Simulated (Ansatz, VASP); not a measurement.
**K: VASP beside Ansatz**

File INCAR:

```
SYSTEM = K
PREC     = Accurate       ! precision mode
ENCUT    = 520            ! plane-wave cutoff, eV
EDIFF    = 1E-7           ! SCF threshold, eV
ISMEAR   = 0              ! smearing method
SIGMA    = 0.1            ! smearing width, eV
LREAL    = .FALSE.        ! projectors in reciprocal space
LASPH    = .TRUE.         ! aspherical terms in the spheres
NELM     = 60             ! most SCF steps
ALGO     = Normal         ! electronic algorithm
ISIF     = 2              ! what is computed and relaxed
LWAVE    = .FALSE.        ! write WAVECAR
LCHARG   = .FALSE.        ! write CHGCAR
GGA      = PE             ! functional
NBANDS   = 10             ! bands
```

File KPOINTS:

```
Automatic mesh
0
G
  9 9 9
  0 0 0
```

The input POSCAR:

```
K
1.0
   -2.6417142217      2.6417142217      2.6417142217
    2.6417142217     -2.6417142217      2.6417142217
    2.6417142217      2.6417142217     -2.6417142217
K
1
Direct
    0.0000000000      0.0000000000      0.0000000000
```

Input for Ansatz:

```yaml
crystal:
  lattice:
    - [-2.6417142217, 2.6417142217, 2.6417142217]
    - [2.6417142217, -2.6417142217, 2.6417142217]
    - [2.6417142217, 2.6417142217, -2.6417142217]
  atoms:
    - { symbol: K, position: [0.0, 0.0, 0.0] }
hamiltonian:
  xc: pbe
  pseudopotentials:
    kind: paw
    azcp:
      K: "pseudopotentials/K.paw.azcp"
basis:
  ecutwfc: 420
  fft_grid_basis: typed
kpoints:
  mp_grid: { grid: [9, 9, 9], shift: [0, 0, 0] }
magnetization:
  spin_polarized: false
scf:
  occupations: { method: gaussian, width: 0.1 }
  lower_state_search: "off"
output:
  stress: true
```

Alike in both runs: task single point; functional PBE; k mesh 9 × 9 × 9; occupations gaussian, width 0.1 eV; no spin polarisation.

```csv
,VASP,Ansatz
version,VASP 6.6.1,Ansatz 0.2.0
potentials or method,"VASP PAW PBE potentials, release 64 (K_sv), cutoff 520 eV","plane waves (420 eV) with PAW, scalar-relativistic"
valence electrons in the cell,9,9
```

|  | VASP | Ansatz | Ansatz less VASP |
| --- | --- | --- | --- |
| pressure (GPa) | 0.0 | 0.0 | +0.01 |
